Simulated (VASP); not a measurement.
# TiSi16 (a cell with a defect) in VASP: further runs

Runs on TiSi16 (a cell with a defect). Level: PBE+D3(BJ). Tasks: single point.

Everything below comes from runs of VASP 6.6.1. Logs are shortened: lines on timing, memory, paths and dates and some standing lists are left out, and cuts for length are marked.

### Step 1. The cell of the first run

The cell holds a defect, 17 atoms: a = 7.679 Å, b = 7.679 Å, c = 7.679 Å, α = 60.00°, β = 60.00°, γ = 60.00°.

### Step 2. Single point, PBE+D3(BJ)

File INCAR:

```
PREC = Accurate ; ENCUT = 520
EDIFF = 1E-6 ; ISMEAR = -1
SIGMA = 0.02 ; LREAL = Auto
LASPH = T ; NELM = 60
ALGO = Normal ; ISIF = 2
LWAVE = F ; LCHARG = F
GGA = PE ; IVDW = 12
NBANDS = 52
```

File KPOINTS:

```
Automatic mesh
0
Gamma
  2 2 2
```

File POSCAR:

```
TiSi16
1.0
    0.0000000000      5.4300000000      5.4300000000
    5.4300000000      0.0000000000      5.4300000000
    5.4300000000      5.4300000000      0.0000000000
Si Ti
16 1
Direct
    0.0197186924     -0.0054291897     -0.0066586556
    0.1368552486      0.1277502762      0.1263119705
   -0.0061704420      0.0076376611      0.4993465009
    0.1366511971      0.1272593002      0.6099779006
   -0.0062449355      0.5007596685      0.0062489871
    0.1366712707      0.6112305709      0.1259047882
   -0.0061802947      0.5004832413      0.4991224678
    0.0914880295      0.6370047882      0.6356182320
    0.5157553407      0.0045221915      0.0030864641
    0.6581307551      0.1151292818      0.1138511971
    0.5159573665      0.0037518416      0.4775728361
    0.6195987109      0.1444162063      0.6182447514
    0.5159143646      0.4788515654      0.0024176796
    0.6195155617      0.6196035912      0.1431140884
    0.4634791897      0.5130848987      0.5118116022
    0.6196372928      0.6193216390      0.6179918048
    0.4022800184      0.8669829650      0.8656825967
```

Potentials or basis: VASP PAW PBE potentials, release 64 (Si, Ti_sv).

Run with:

```bash
$ cat potpaw_PBE.64/Si/POTCAR potpaw_PBE.64/Ti_sv/POTCAR > POTCAR
$ mpirun -np 1 vasp_std > vasp.out
```

OUTCAR:

```text
PREC = Accurate
   ENCUT = 520
   EDIFF = 1E-6
   ISMEAR = -1
   LREAL = Auto
   LASPH = T
   NELM = 60
   ISIF = 2
   GGA = PE
   IVDW = 12
 IVDW          = 12

 ion  position               nearest neighbor table
   1  0.020  0.995  0.993-  10 2.27  17 2.40   2 2.40   6 2.40   4 2.40
   2  0.137  0.128  0.126-   5 2.34   3 2.34   9 2.38   1 2.40  17 2.83
   3  0.994  0.008  0.499-   8 2.33   2 2.34   4 2.34  12 2.35
   4  0.137  0.127  0.610-   3 2.34   7 2.34  11 2.38   1 2.40  17 2.83
   5  0.994  0.501  0.006-   8 2.33   2 2.34   6 2.34  14 2.35
   6  0.137  0.611  0.126-   5 2.34   7 2.34  13 2.38   1 2.40  17 2.83
   7  0.994  0.500  0.499-   8 2.33   6 2.34   4 2.34  16 2.35
   8  0.091  0.637  0.636-   5 2.33   3 2.33   7 2.33  15 2.33
   9  0.516  0.005  0.003-  10 2.29   2 2.38  12 2.42  14 2.42  17 2.44
  10  0.658  0.115  0.114-   1 2.27  11 2.28  13 2.28   9 2.29
  11  0.516  0.004  0.478-  10 2.28   4 2.38  16 2.42  12 2.42  17 2.44
  12  0.620  0.144  0.618-  15 2.32   3 2.35   9 2.42  11 2.42  17 2.70
  13  0.516  0.479  0.002-  10 2.28   6 2.38  16 2.42  14 2.42  17 2.44
  14  0.620  0.620  0.143-  15 2.32   5 2.35   9 2.42  13 2.42  17 2.70
  15  0.463  0.513  0.512-  16 2.32  12 2.32  14 2.32   8 2.33
  16  0.620  0.619  0.618-  15 2.32   7 2.35  13 2.42  11 2.42  17 2.70
  17  0.402  0.867  0.866-   1 2.40  11 2.44  13 2.44   9 2.44  14 2.70  12 2.70  16 2.70   4 2.83
                             6 2.83   2 2.83

  LATTYP: Found a face centered cubic cell.
 ALAT       =    10.8600000000

  Lattice vectors:

 A1 = (   0.0000000000,   5.4300000000,   5.4300000000)
 A2 = (   5.4300000000,   0.0000000000,   5.4300000000)
 A3 = (   5.4300000000,   5.4300000000,   0.0000000000)

Analysis of symmetry for initial positions (statically):
=====================================================================
 Subroutine PRICEL returns:
 Original cell was already a primitive cell.

 Routine SETGRP: Setting up the symmetry group for a
 face centered cubic supercell.

 Subroutine GETGRP returns: Found  1 space group operations
 (whereof  1 operations were pure point group operations)
 out of a pool of 48 trial point group operations.

The static configuration has the point symmetry C_1 .

Analysis of symmetry for dynamics (positions and initial velocities):
=====================================================================
 Subroutine PRICEL returns:
 Original cell was already a primitive cell.

 Routine SETGRP: Setting up the symmetry group for a
 face centered cubic supercell.

 Subroutine GETGRP returns: Found  1 space group operations
 (whereof  1 operations were pure point group operations)
 out of a pool of 48 trial point group operations.

The dynamic configuration has the point symmetry C_1 .

 Subroutine INISYM returns: Found  1 space group operations
 (whereof  1 operations are pure point group operations),
 and found     1 'primitive' translations

----------------------------------------------------------------------------------------

                                     Primitive cell

  volume of cell :     320.2060

  direct lattice vectors                    reciprocal lattice vectors
     0.000000000  5.430000000  5.430000000    -0.092081031  0.092081031  0.092081031
     5.430000000  0.000000000  5.430000000     0.092081031 -0.092081031  0.092081031
     5.430000000  5.430000000  0.000000000     0.092081031  0.092081031 -0.092081031

  length of vectors
     7.679179644  7.679179644  7.679179644     0.159489025  0.159489025  0.159489025

  position of ions in fractional coordinates (direct lattice)
     0.019718692  0.994570810  0.993341344
     0.136855249  0.127750276  0.126311970
     0.993829558  0.007637661  0.499346501
     0.136651197  0.127259300  0.609977901
     0.993755065  0.500759669  0.006248987
     0.136671271  0.611230571  0.125904788
[... 9 lines left out ...]
     0.619637293  0.619321639  0.617991805
     0.402280018  0.866982965  0.865682597

  ion indices of the primitive-cell ions
   primitive index   ion index
                 1           1
                 2           2
                 3           3
                 4           4
                 5           5
                 6           6
[... 9 lines left out ...]
                16          16
                17          17

----------------------------------------------------------------------------------------

 KPOINTS: Automatic mesh

Automatic generation of k-mesh.
 Grid dimensions read from file:
 generate k-points for:    2    2    2

 Generating k-lattice:

  Cartesian coordinates                     Fractional coordinates (reciprocal lattice)
    -0.046040516  0.046040516  0.046040516     0.500000000  0.000000000  0.000000000
     0.046040516 -0.046040516  0.046040516     0.000000000  0.500000000  0.000000000
     0.046040516  0.046040516 -0.046040516     0.000000000  0.000000000  0.500000000

  Length of vectors
     0.079744512  0.079744512  0.079744512

  Shift w.r.t. Gamma in fractional coordinates (k-lattice)
     0.000000000  0.000000000  0.000000000

 Subroutine IBZKPT returns following result:
 ===========================================

 Found      8 irreducible k-points:

 Following reciprocal coordinates:
            Coordinates               Weight
  0.000000  0.000000  0.000000      1.000000
  0.500000  0.000000  0.000000      1.000000
  0.000000  0.500000  0.000000      1.000000
  0.000000  0.000000  0.500000      1.000000
  0.500000  0.500000  0.500000      1.000000
  0.500000  0.500000  0.000000      1.000000
  0.000000  0.500000  0.500000      1.000000
  0.500000  0.000000  0.500000      1.000000
   k-points           NKPTS =      8   k-points in BZ     NKDIM =      8   number of bands    NBANDS=     52
   number of dos      NEDOS =    301   number of ions     NIONS =     17
   total plane-waves  NPLWV = 216000
   dimension x,y,z NGX =    60 NGY =   60 NGZ =   60
   dimension x,y,z NGXF=   120 NGYF=  120 NGZF=  120
   ions per type =              16   1
   NGX,Y,Z   is equivalent  to a cutoff of  12.99, 12.99, 12.99 a.u.
   NGXF,Y,Z  is equivalent  to a cutoff of  25.98, 25.98, 25.98 a.u.
 SYSTEM =  unknown system
   PREC   = accura    normal or accurate (medium, high low for compatibility)
   ISTART =      0    job   : 0-new  1-cont  2-samecut
   ICHARG =      2    charge: 1-file 2-atom 10-const
   ISPIN  =      1    spin polarized calculation?
   LNONCOLLINEAR =      F non collinear calculations
   LSORBIT =      F    spin-orbit coupling
   LASPH  =      T    aspherical Exc in radial PAW
   ENCUT  =  520.0 eV  38.22 Ry    6.18 a.u.  14.28 14.28 14.28*2*pi/ulx,y,z
   NELM   =     60;   NELMIN=  2; NELMDL= -5     # of ELM steps
   EDIFF  = 0.1E-05   stopping-criterion for ELM
   LREAL  =      T    real-space projection
   EDIFFG = 0.1E-04   stopping-criterion for IOM
   NSW    =      0    number of steps for IOM
   IBRION =     -1    ionic relax: 0-MD 1-quasi-New 2-CG
   NFREE  =      0    steps in history (QN), initial steepest desc. (CG)
   ISIF   =      2    stress and relaxation
   ISYM   =      2    0-nonsym 1-usesym 2-fastsym
   POTIM  = 0.5000    time-step for ionic-motion
   TEBEG  =    0.0;   TEEND  =   0.0 temperature during run
   PSTRESS=    0.0 pullay stress
   NELECT =      76.0000    total number of electrons
   NUPDOWN=      -1.0000    fix difference up-down
   EMIN   =  10.00;   EMAX   =-10.00  energy-range for DOS
   EFERMI =   0.00;   METHOD = LEGACY
   ISMEAR =    -1;   SIGMA  =   0.02  broadening in eV -4-tet -1-fermi 0-gaus
   EFERMI_NEDOS =   21; number of points for ismear=-14 and -15
   IALGO  =     38    algorithm
   IMIX   =      4    mixing-type and parameters
     AMIX     =   0.40;   BMIX     =  1.00
     AMIX_MAG =   1.60;   BMIX_MAG =  1.00
  volume/ion in A,a.u.               =      18.84       127.11
  Fermi-wavevector in a.u.,A,eV,Ry     =   1.013607  1.915439 13.978610  1.027399
  Thomas-Fermi vector in A             =   2.146786
   LORBIT       =      0    0 simple, 1 ext, 2 COOP (PROOUT), +10 PAW based schemes
   GGA     = PE    functional components
   LHFCALC =     F    Hartree Fock is set to
   AEXX    =    0.0000 exact exchange contribution
   IVDW    =    12    specifies the selected vdW correction
   LEPSILON=     F    determine dielectric tensor
   LRPA    =     F    only Hartree local field effects (RPA)
 non-spin polarized calculation
  energy-cutoff  :      520.00
  volume of cell :      320.21
 maximum number of plane-waves:      8646
 NGX is ok and might be reduce to    60
   NGX = 29   NGY = 29   NGZ = 29

 number of electron      75.9999998 magnetization

 Free energy of the ion-electron system (eV)
  ---------------------------------------------------
  ext. energy  EPLUGINS =         0.00000000
  ---------------------------------------------------
  free energy    TOTEN  =       -92.09726700 eV

  energy without entropy =      -92.07141369  energy(sigma->0) =      -92.08434035

 E-fermi :   6.8954     XC(G=0):  -9.7577

 val. band max:        6.8942576196   @ k =   0.0000   0.5000   0.0000
 cond. band min:       6.8999369009   @ k =   0.5000   0.5000   0.5000
 fundamental gap:      0.0056792813
 Fermi energy:         6.8953513328

 k-point     1 :       0.0000    0.0000    0.0000
  band No.  band energies     occupation
      1     -49.8593      2.00000
      2     -26.2387      2.00000
      3     -26.2301      2.00000
      4     -26.2272      2.00000
      5      -5.7105      2.00000
      6      -3.5120      2.00000
[... 42 lines left out ...]
     49       8.2222      0.00000
     50       8.4963      0.00000

 k-point     2 :       0.5000    0.0000    0.0000
  band No.  band energies     occupation
      1     -49.8593      2.00000
      2     -26.2387      2.00000
      3     -26.2302      2.00000
      4     -26.2272      2.00000
      5      -4.9846      2.00000
      6      -4.8112      2.00000
[... 42 lines left out ...]
     49       9.4258      0.00000
     50       9.8583      0.00000

 k-point     3 :       0.0000    0.5000    0.0000
  band No.  band energies     occupation
      1     -49.8593      2.00000
      2     -26.2387      2.00000
      3     -26.2302      2.00000
      4     -26.2272      2.00000
      5      -5.0029      2.00000
      6      -4.7899      2.00000
[... 42 lines left out ...]
     49       9.3563      0.00000
     50       9.8383      0.00000

 k-point     4 :       0.0000    0.0000    0.5000
  band No.  band energies     occupation
      1     -49.8593      2.00000
      2     -26.2387      2.00000
      3     -26.2302      2.00000
      4     -26.2272      2.00000
      5      -5.0029      2.00000
      6      -4.7900      2.00000
[... 42 lines left out ...]
     49       9.3566      0.00000
     50       9.8383      0.00000

 k-point     5 :       0.5000    0.5000    0.5000
  band No.  band energies     occupation
      1     -49.8593      2.00000
      2     -26.2387      2.00000
      3     -26.2302      2.00000
      4     -26.2272      2.00000
      5      -5.0033      2.00000
      6      -4.7895      2.00000
[... 42 lines left out ...]
     49       9.3541      0.00000
     50       9.8396      0.00000

 k-point     6 :       0.5000    0.5000    0.0000
  band No.  band energies     occupation
      1     -49.8593      2.00000
      2     -26.2387      2.00000
      3     -26.2302      2.00000
      4     -26.2272      2.00000
      5      -4.6822      2.00000
      6      -4.5881      2.00000
[... 42 lines left out ...]
     49       9.8542      0.00000
     50      10.4989      0.00000

 k-point     7 :       0.0000    0.5000    0.5000
  band No.  band energies     occupation
      1     -49.8593      2.00000
      2     -26.2387      2.00000
      3     -26.2301      2.00000
      4     -26.2272      2.00000
      5      -4.6844      2.00000
      6      -4.5855      2.00000
[... 42 lines left out ...]
     49       9.8541      0.00000
     50      10.4964      0.00000

 k-point     8 :       0.5000    0.0000    0.5000
  band No.  band energies     occupation
      1     -49.8593      2.00000
      2     -26.2387      2.00000
      3     -26.2302      2.00000
      4     -26.2272      2.00000
      5      -4.6818      2.00000
      6      -4.5885      2.00000
[... 42 lines left out ...]
     49       9.8542      0.00000
     50      10.4993      0.00000
 [bands above 50 left out]

------------------------ aborting loop because EDIFF is reached ----------------------------------------

 Edisp (eV)   -5.83730

 E8    (eV) :    -2.4417

  FORCE on cell =-STRESS in cart. coord.  units (eV):
  Direction    XX          YY          ZZ          XY          YZ          ZX
  --------------------------------------------------------------------------------------
  -------------------------------------------------------------------------------------
  Total       1.38408     1.39347     1.39208     0.15224    -0.17281     0.15054
  in kB       6.92537     6.97233     6.96537     0.76173    -0.86468     0.75322
  external pressure =        6.95 kB  Pullay stress =        0.00 kB

 VOLUME and BASIS-vectors are now :
 -----------------------------------------------------------------------------
  energy-cutoff  :      520.00
  volume of cell :      320.21
      direct lattice vectors                 reciprocal lattice vectors
     0.000000000  5.430000000  5.430000000    -0.092081031  0.092081031  0.092081031
     5.430000000  0.000000000  5.430000000     0.092081031 -0.092081031  0.092081031
     5.430000000  5.430000000  0.000000000     0.092081031  0.092081031 -0.092081031

 POSITION                                       TOTAL-FORCE (eV/Angst)
 -----------------------------------------------------------------------------------
     10.79436      5.50092      5.50759         0.113604     -0.113513     -0.114269
      1.37956      1.42900      1.43681        -0.014407     -0.014626     -0.014680
      2.75292      8.10795      5.43797        -0.051286      0.052531      0.018452
      4.00320      4.05420      1.43303         0.013197      0.014520     -0.015231
      2.75306      5.43002      8.11522        -0.052632      0.016742      0.052729
      4.00264      1.42579      4.06111         0.013734     -0.013833      0.014057
[... 9 lines left out ...]
      6.71861      6.72033      6.72755         0.011718      0.062388      0.060847
      9.40837      6.88504      6.89210         0.252546     -0.244402     -0.242931
 -----------------------------------------------------------------------------------
    total drift:                               -0.006993      0.008616      0.012329

  FREE ENERGIE OF THE ION-ELECTRON SYSTEM (eV)
  ---------------------------------------------------
  free  energy   TOTEN  =       -97.9345641564 eV

  energy  without entropy=      -97.9087108457  energy(sigma->0) =      -97.92163750
```

Wall time 2.4 min (1 thread of Intel Xeon 6975P-C (Granite Rapids), shared host); peak memory 0.48 GiB.

Results:

| Property | Result |
| --- | --- |
| Free energy | -97.9346 eV |
| Pressure | 0.7 GPa |
| Largest force | 0.427 eV/Å |
| Band gap on the k mesh | zero (band 38 reaches 6.91 eV, above the bottom of band 39 at 6.56 eV) |
| Dispersion energy per atom | -0.343 eV |

Forces on the atoms (eV/Å):
```
Si   0.114 -0.114 -0.114
Si  -0.014 -0.015 -0.015
Si  -0.051  0.053  0.018
Si   0.013  0.015 -0.015
Si  -0.053  0.017  0.053
Si   0.014 -0.014  0.014
Si  -0.017  0.054  0.053
Si  -0.088  0.088  0.088
Si  -0.089 -0.022 -0.022
Si   0.084 -0.079 -0.080
Si   0.014  0.083 -0.015
Si  -0.061  0.063 -0.014
Si   0.015 -0.015  0.083
Si  -0.063 -0.014  0.063
Si  -0.082  0.083  0.084
Si   0.012  0.062  0.061
Ti   0.253 -0.244 -0.243
```

Stress tensor (GPa, compression positive):
```
 0.69  0.08  0.08
 0.08  0.70 -0.09
 0.08 -0.09  0.70
```

Caveat: the k points lie up to 0.50 Å⁻¹ apart.

[end of part 1 of 2]
